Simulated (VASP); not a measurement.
# Al2Cu (I4/mmm) in VASP: single point with LDA

Aim: the single point of Al2Cu with LDA.

All numbers are computed with VASP 6.6.1; they aren't measurements. Logs are shortened: lines on timing, memory, paths and dates and some standing lists are left out, and cuts for length are marked.

**1. The cell of the first run**

Symmetry: I4/mmm, No. 139, tetragonal system. Conventional cell: a = 4.061 Å, b = 4.061 Å, c = 5.702 Å, α = 90.00°, β = 90.00°, γ = 90.00°. Al (site symmetry -4m2) has 4 Cu at 2.48 Å and 6 Al at 2.85 to 2.87 Å within 3.3 Å. Cu (site symmetry 4/mmm) has 8 Al at 2.48 Å within 3.3 Å.

**2. Single point, LDA**

Contents of INCAR:

```
SYSTEM = Al2Cu
ALGO = Normal
EDIFF = 1E-6
ENCUT = 820
GGA = CA
GGA_COMPAT = .False.
ISIF = 2
ISMEAR = 0
LASPH = .True.
LCHARG = .False.
LREAL = .False.
LWAVE = .False.
NBANDS = 20
NELM = 120
PREC = Accurate
SIGMA = 0.1
```

Contents of KPOINTS:

```
k-points
0
Gamma
  7 7 8
  0 0 0
```

Contents of POSCAR:

```
Al2Cu
1.0
   -2.0303380000      2.0303380000      2.8510940000
    2.0303380000     -2.0303380000      2.8510940000
    2.0303380000      2.0303380000     -2.8510940000
Al Cu
2 1
Direct
    0.7500000000      0.2500000000      0.5000000000
    0.2500000000      0.7500000000      0.5000000000
    0.5000000000      0.5000000000      0.0000000000
```

Potentials or basis: VASP PAW LDA potentials, release 64 (Al, Cu_sv_GW).

Started as:

```sh
cat potpaw_LDA.64/Al/POTCAR potpaw_LDA.64/Cu_sv_GW/POTCAR > POTCAR
mpirun -np 1 vasp_std > vasp.out
```

OUTCAR:

```text
SYSTEM = Al2Cu
   EDIFF = 1E-6
   ENCUT = 820
   GGA = CA
   ISIF = 2
   ISMEAR = 0
   LASPH = .True.
   LREAL = .False.
   NELM = 120
   PREC = Accurate

 ion  position               nearest neighbor table
   1  0.750  0.250  0.500-   3 2.48   3 2.48   3 2.48   3 2.48   2 2.85   2 2.85   2 2.87   2 2.87
                             2 2.87   2 2.87
   2  0.250  0.750  0.500-   3 2.48   3 2.48   3 2.48   3 2.48   1 2.85   1 2.85   1 2.87   1 2.87
                             1 2.87   1 2.87
   3  0.500  0.500  0.000-   2 2.48   1 2.48   1 2.48   2 2.48   1 2.48   2 2.48   2 2.48   1 2.48

  LATTYP: Found a body centered tetragonal cell.
 ALAT       =     4.0606760000
 C/A-ratio  =     1.4042459925

  Lattice vectors:

 A1 = (  -2.0303380000,   2.0303380000,   2.8510940000)
 A2 = (   2.0303380000,  -2.0303380000,   2.8510940000)
 A3 = (   2.0303380000,   2.0303380000,  -2.8510940000)

Analysis of symmetry for initial positions (statically):
=====================================================================
 Subroutine PRICEL returns:
 Original cell was already a primitive cell.

 Routine SETGRP: Setting up the symmetry group for a
 body centered tetragonal supercell.

 Subroutine GETGRP returns: Found 16 space group operations
 (whereof 16 operations were pure point group operations)
 out of a pool of 16 trial point group operations.

The static configuration has the point symmetry D_4h.

Analysis of symmetry for dynamics (positions and initial velocities):
=====================================================================
 Subroutine PRICEL returns:
 Original cell was already a primitive cell.

 Routine SETGRP: Setting up the symmetry group for a
 body centered tetragonal supercell.

 Subroutine GETGRP returns: Found 16 space group operations
 (whereof 16 operations were pure point group operations)
 out of a pool of 16 trial point group operations.

The dynamic configuration has the point symmetry D_4h.

 Subroutine INISYM returns: Found 16 space group operations
 (whereof 16 operations are pure point group operations),
 and found     1 'primitive' translations

----------------------------------------------------------------------------------------

                                     Primitive cell

  volume of cell :      47.0119

  direct lattice vectors                    reciprocal lattice vectors
    -2.030338000  2.030338000  2.851094000     0.000000000  0.246264415  0.175371279
     2.030338000 -2.030338000  2.851094000     0.246264415  0.000000000  0.175371279
     2.030338000  2.030338000 -2.851094000     0.246264415  0.246264415  0.000000000

  length of vectors
     4.046391205  4.046391205  4.046391205     0.302326392  0.302326392  0.348270476

  position of ions in fractional coordinates (direct lattice)
     0.750000000  0.250000000  0.500000000
     0.250000000  0.750000000  0.500000000
     0.500000000  0.500000000  0.000000000

  ion indices of the primitive-cell ions
   primitive index   ion index
                 1           1
                 2           2
                 3           3

----------------------------------------------------------------------------------------

 KPOINTS: k-points

Automatic generation of k-mesh.
 Grid dimensions read from file:
 generate k-points for:    7    7    8

 Generating k-lattice:

  Cartesian coordinates                     Fractional coordinates (reciprocal lattice)
     0.000000000  0.035180631  0.025053040     0.142857143  0.000000000 -0.000000000
     0.035180631  0.000000000  0.025053040     0.000000000  0.142857143 -0.000000000
     0.030783052  0.030783052  0.000000000     0.000000000  0.000000000  0.125000000

  Length of vectors
     0.043189485  0.043189485  0.043533809

  Shift w.r.t. Gamma in fractional coordinates (k-lattice)
     0.000000000  0.000000000  0.000000000

 -----------------------------------------------------------------------------
|                                                                             |
|           W    W    AA    RRRRR   N    N  II  N    N   GGGG   !!!           |
|           W    W   A  A   R    R  NN   N  II  NN   N  G    G  !!!           |
|           W    W  A    A  R    R  N N  N  II  N N  N  G       !!!           |
|           W WW W  AAAAAA  RRRRR   N  N N  II  N  N N  G  GGG   !            |
|           WW  WW  A    A  R   R   N   NN  II  N   NN  G    G                |
|           W    W  A    A  R    R  N    N  II  N    N   GGGG   !!!           |
|                                                                             |
|     Your reciprocal lattice and k-lattice belong to different lattice       |
|     classes:                                                                |
|                                                                             |
|        The reciprocal lattice is body-centered tetragonal,                  |
|        whereas your k-lattice is base-centered monoclinic.                  |
|                                                                             |
|     Results are often still useful ...                                      |
|                                                                             |
 -----------------------------------------------------------------------------

 WARNING: IBZKPT: internal override: KBLOWUP is changed to .FALSE.
      ... skipping the blow-up phase ...

 Subroutine IBZKPT returns following result:
 ===========================================

 Found    116 irreducible k-points:

 Following reciprocal coordinates:
            Coordinates               Weight
  0.000000  0.000000  0.000000      1.000000
  0.142857 -0.000000  0.000000      4.000000
  0.285714 -0.000000  0.000000      4.000000
  0.428571  0.000000  0.000000      4.000000
  0.142857  0.142857  0.000000      2.000000
  0.285714  0.142857  0.000000      4.000000
[... 16 lines left out ...]
 -0.142857  0.000000  0.125000      4.000000
  0.142857  0.142857  0.125000      2.000000
 [... further k-points ...]
   k-points           NKPTS =    116   k-points in BZ     NKDIM =    116   number of bands    NBANDS=     20
   number of dos      NEDOS =    301   number of ions     NIONS =      3
   total plane-waves  NPLWV =  64000
   dimension x,y,z NGX =    40 NGY =   40 NGZ =   40
   dimension x,y,z NGXF=    80 NGYF=   80 NGZF=   80
   ions per type =               2   1
   NGX,Y,Z   is equivalent  to a cutoff of  16.43, 16.43, 16.43 a.u.
   NGXF,Y,Z  is equivalent  to a cutoff of  32.87, 32.87, 32.87 a.u.
 SYSTEM =  Al2Cu
   PREC   = accura    normal or accurate (medium, high low for compatibility)
   ISTART =      0    job   : 0-new  1-cont  2-samecut
   ICHARG =      2    charge: 1-file 2-atom 10-const
   ISPIN  =      1    spin polarized calculation?
   LNONCOLLINEAR =      F non collinear calculations
   LSORBIT =      F    spin-orbit coupling
   LASPH  =      T    aspherical Exc in radial PAW
   ENCUT  =  820.0 eV  60.27 Ry    7.76 a.u.   9.45  9.45  9.45*2*pi/ulx,y,z
   NELM   =    120;   NELMIN=  2; NELMDL= -5     # of ELM steps
   EDIFF  = 0.1E-05   stopping-criterion for ELM
   LREAL  =      F    real-space projection
   EDIFFG = 0.1E-04   stopping-criterion for IOM
   NSW    =      0    number of steps for IOM
   IBRION =     -1    ionic relax: 0-MD 1-quasi-New 2-CG
   NFREE  =      0    steps in history (QN), initial steepest desc. (CG)
   ISIF   =      2    stress and relaxation
   ISYM   =      2    0-nonsym 1-usesym 2-fastsym
   POTIM  = 0.5000    time-step for ionic-motion
   TEBEG  =    0.0;   TEEND  =   0.0 temperature during run
   PSTRESS=    0.0 pullay stress
   NELECT =      25.0000    total number of electrons
   NUPDOWN=      -1.0000    fix difference up-down
   EMIN   =  10.00;   EMAX   =-10.00  energy-range for DOS
   EFERMI =   0.00;   METHOD = LEGACY
   ISMEAR =     0;   SIGMA  =   0.10  broadening in eV -4-tet -1-fermi 0-gaus
   EFERMI_NEDOS =   21; number of points for ismear=-14 and -15
   IALGO  =     38    algorithm
   IMIX   =      4    mixing-type and parameters
     AMIX     =   0.40;   BMIX     =  1.00
     AMIX_MAG =   1.60;   BMIX_MAG =  1.00
  volume/ion in A,a.u.               =      15.67       105.75
  Fermi-wavevector in a.u.,A,eV,Ry     =   1.326332  2.506403 23.934762  1.759155
  Thomas-Fermi vector in A             =   2.455726
   LORBIT       =      0    0 simple, 1 ext, 2 COOP (PROOUT), +10 PAW based schemes
   GGA     = CA    functional components
   LHFCALC =     F    Hartree Fock is set to
   AEXX    =    0.0000 exact exchange contribution
   IVDW    =     0    specifies the selected vdW correction
   LEPSILON=     F    determine dielectric tensor
   LRPA    =     F    only Hartree local field effects (RPA)
 non-spin polarized calculation
 Gauss-broadening in eV      SIGMA  =   0.10
  energy-cutoff  :      820.00
  volume of cell :       47.01
 maximum number of plane-waves:      2545
 NGX is ok and might be reduce to    40
   NGX = 19   NGY = 19   NGZ = 19

 number of electron      25.0000002 magnetization

 Free energy of the ion-electron system (eV)
  ---------------------------------------------------
  ext. energy  EPLUGINS =         0.00000000
  ---------------------------------------------------
  free energy    TOTEN  =       -13.86411979 eV

  energy without entropy =      -13.85920732  energy(sigma->0) =      -13.86166355

 E-fermi :   6.9051     XC(G=0): -10.9073

 val. band max:        6.8901469823   @ k =   0.2857   0.2857   0.5000
 cond. band min:       6.9332031528   @ k =   0.1429   0.1429   0.1250
 fundamental gap:      0.0430561705
 Fermi energy:         6.9051396236

 k-point     1 :       0.0000    0.0000    0.0000
  band No.  band energies     occupation
      1    -105.8964      2.00000
      2     -63.8387      2.00000
      3     -63.8387      2.00000
      4     -63.8330      2.00000
      5      -3.3595      2.00000
      6       2.2764      2.00000
[... 12 lines left out ...]
     19      13.8387      0.00000
     20      14.0682      0.00000

 k-point     2 :       0.1429   -0.0000    0.0000
  band No.  band energies     occupation
      1    -105.8965      2.00000
      2     -63.8387      2.00000
      3     -63.8387      2.00000
      4     -63.8333      2.00000
      5      -3.0845      2.00000
      6       2.1898      2.00000
[... 498 lines left out ...]
 k-point    24 :       0.1429    0.1429    0.1250
  band No.  band energies     occupation
      1    -105.8964      2.00000
      2     -63.8387      2.00000
      3     -63.8386      2.00000
      4     -63.8332      2.00000
      5      -1.7356      2.00000
      6       1.8360      2.00000
[... 12 lines left out ...]
     19      15.2292      0.00000
     20      16.7978      0.00000

 [... further k-points ...]

------------------------ aborting loop because EDIFF is reached ----------------------------------------

  FORCE on cell =-STRESS in cart. coord.  units (eV):
  Direction    XX          YY          ZZ          XY          YZ          ZX
  --------------------------------------------------------------------------------------
  -------------------------------------------------------------------------------------
  Total       -1.1714016     -1.1714016     -0.8170071      0.0000000      0.0000000     -0.0000000
  in kB      -39.9216236    -39.9216236    -27.8437810      0.0000000      0.0000000     -0.0000000
  external PRESSURE =     -35.8956760 kB  Pullay stress =       0.0000000 kB

 VOLUME and BASIS-vectors are now :
 -----------------------------------------------------------------------------
  energy-cutoff  :      820.00
  volume of cell :       47.01
      direct lattice vectors                 reciprocal lattice vectors
    -2.030338000  2.030338000  2.851094000     0.000000000  0.246264415  0.175371279
     2.030338000 -2.030338000  2.851094000     0.246264415  0.000000000  0.175371279
     2.030338000  2.030338000 -2.851094000     0.246264415  0.246264415  0.000000000

 POSITION                                       TOTAL-FORCE (eV/Angst)
 -----------------------------------------------------------------------------------
      0.00000      2.03034      1.42555         0.000000      0.000000     -0.000000
      2.03034      0.00000      1.42555        -0.000000     -0.000000      0.000000
      0.00000      0.00000      2.85109        -0.000000     -0.000000     -0.000000
 -----------------------------------------------------------------------------------
    total drift:                               -0.000000     -0.000000      0.000000

  FREE ENERGIE OF THE ION-ELECTRON SYSTEM (eV)
  ---------------------------------------------------
  free  energy   TOTEN  =       -13.8641197881 eV

  energy  without entropy=      -13.8592073215  energy(sigma->0) =      -13.86166355
```

Wall time 3.3 min (1 thread of Intel Xeon 6975P-C (Granite Rapids), shared host); peak memory 0.38 GiB.

Results:

* Free energy: -13.8641 eV
* Pressure: -3.6 GPa
* Band gap on the k mesh: zero (an odd number of electrons rules out a gap without spin polarisation)

Caveat: the cell stands under tension.

The gap in the log of VASP goes by the Fermi energy; the results here count the filled bands.